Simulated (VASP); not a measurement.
Wanted: the native input for a VASP 6.6.1 run.

```
Task                   : single point
Functional             : PBEsol
Potentials or basis    : VASP PAW PBE potentials, release 64 (Ti_sv, Al)
Cutoff                 : 520 eV
k mesh                 : 6 × 6 × 6
Occupations            : fermi-dirac, width 0.1 eV
Spin                   : no spin polarisation
Dipole correction      : no
Further INCAR settings : ALGO = Normal; EDIFF = 1e-06; NBANDS = 18
```

The structure of TiAl3 lies in POSCAR:

```
TiAl3
1.0
    3.9494165462      0.0000000000      0.0000000000
    0.0000000000      3.9494165462      0.0000000000
    0.0000000000      0.0000000000      3.9494165462
Ti Al
1 3
Direct
    0.0000000000      0.0000000000      0.0000000000
    0.5000000000      0.5000000000      0.0000000000
    0.0000000000      0.5000000000      0.5000000000
    0.5000000000      0.0000000000      0.5000000000
```

One way to write it, as run:

INCAR

```
SYSTEM = TiAl3
PREC = Accurate
ENCUT = 520
EDIFF = 1E-6
ISMEAR = -1
SIGMA = 0.1
LREAL = .False.
LASPH = .True.
NELM = 80
ALGO = Normal
ISIF = 2
LWAVE = .False.
LCHARG = .False.
GGA = PS
NBANDS = 18
```

KPOINTS

```
regular mesh
0
Gamma
  6 6 6
  0 0 0
```

Potentials or basis: VASP PAW PBE potentials, release 64 (Ti_sv, Al).

Command:

```console
$ cat potpaw_PBE.64/Ti_sv/POTCAR potpaw_PBE.64/Al/POTCAR > POTCAR
$ mpirun -np 1 vasp_std > vasp.out
```

Results of the run:

| Property | Result |
| --- | --- |
| Pressure | 0.2 GPa |

Caveat: the PAW data sets were made with another functional, which shifts forces and pressure a little.

Wall time 43 s on 1 thread of Intel Xeon 8259CL, on a shared host, peak memory 0.17 GiB.
